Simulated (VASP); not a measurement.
Runs of VASP 6.6.1 on BaTe. It takes space group Fm-3m (No. 225, cubic). Conventional cell: a = 6.820 Å, b = 6.820 Å, c = 6.820 Å, α = 90.00°, β = 90.00°, γ = 90.00°. Within 4.5 Å of Ba (site symmetry m-3m) lie 6 Te at 3.41 Å. Within 4.5 Å of Te (site symmetry m-3m) lie 6 Ba at 3.41 Å. 

| k mesh | gap on the mesh (eV) | pressure (GPa) |
| --- | --- | --- |
| 7 × 7 × 7 | 1.74 | 4.5 |
| 4 × 4 × 4 | 1.68 | 4.6 |
| 2 × 2 × 2 | (a) | 6.6 |
| 5 × 5 × 5 | 1.79 | 4.5 |
| 6 × 6 × 6 | 1.68 | 4.5 |
| 3 × 3 × 3 | (b) | 4.8 |

Alike in all rows: task single point; level r2SCAN; potentials or basis VASP PAW PBE potentials, release 64 (Ba_sv, Te); no spin polarisation; cell as given; cutoff (eV) 550; smearing gaussian 0.01 eV.

Estimate the missing entries.

(a) 1.51; (b) 1.94.

Caveats: some runs use coarse meshes; the PAW data sets were made with another functional, which shifts forces and pressure a little; spin-orbit coupling is left out, which moves the levels of the heavy elements; the cell stands under pressure (at least some runs); an odd mesh through Γ misses points on the zone boundary, where band edges can lie (at least some runs).

A k mesh can miss the band edges, and the runs leave out spin-orbit coupling on Ba, Te.
